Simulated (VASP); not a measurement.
Set up this calculation in VASP 6.6.1, as the native input.

| Property | Result |
| --- | --- |
| Task | relaxation of cell and atoms |
| Functional | LDA |
| Potentials or basis | VASP PAW LDA potentials, release 64 (Li_sv) |
| Cutoff | 600 eV |
| k mesh | 8 × 8 × 11 |
| Occupations | fermi-dirac, width 0.05 eV |
| Spin | no spin polarisation |
| Target pressure | 1.3 GPa |
| Dipole correction | no |
| Further INCAR settings | ALGO = Normal; EDIFF = 1e-07; IBRION = 2; EDIFFG = -0.005; NSW = 32; ISIF = 3 |

The structure of Li lies in POSCAR:

```
Li
1.0
    4.7042417567      0.0000000000      0.0000000000
   -2.3521208784      4.0739928669      0.0000000000
    0.0000000000      0.0000000000      2.7539433349
Li
3
Direct
    0.0000000000      0.0000000000      0.0000000000
    0.3333333333      0.6666666667      0.5000000000
    0.6666666667      0.3333333333      0.5000000000
```

This isn't the form of Li at room conditions, which is bcc.

These files were run (other wordings do the same):

INCAR

```
  PREC = Accurate
  ENCUT = 600
  EDIFF = 1E-7
  ISMEAR = -1
  SIGMA = 0.05
  LREAL = False
  LASPH = True
  NELM = 80
  ALGO = Normal
  ISIF = 3
  LWAVE = False
  LCHARG = False
  GGA = CA
  IBRION = 2
  NSW = 32
  EDIFFG = -0.005
  PSTRESS = 13.0
```

KPOINTS

```
regular mesh
0
Gamma
  8 8 11
```

Potentials or basis: VASP PAW LDA potentials, release 64 (Li_sv).

Run with:

```bash
$ cat potpaw_LDA.64/Li_sv/POTCAR > POTCAR
$ mpirun -np 1 vasp_std > vasp.out
```

It gave:

* Relaxed volume: 17.43 Å³/atom
* Relaxed cell: a = 4.690 Å, b = 4.690 Å, c = 2.745 Å, α = 90.00°, β = 90.00°, γ = 120.00°
* Space group after relaxing (to 0.1 Å): P6/mmm (No. 191)
* Energy change on relaxing (the run minimises the enthalpy): +1.2 meV/atom
* Ionic steps: 5
* Pressure after relaxing: 1.3 GPa
* Band gap on the k mesh: zero (an odd number of electrons rules out a gap without spin polarisation)

Caveat: the cutoff is under 1.25 times the usual one of these potentials, so pressure, stress and relaxed cells hold a basis-set (Pulay) error; the cell is relaxed towards a set pressure, so the run minimises the enthalpy, not the energy.

It took 52 s on 1 thread of AMD EPYC 9R45 96-Core Processor (Zen 5), on a shared host, peak memory 0.13 GiB.
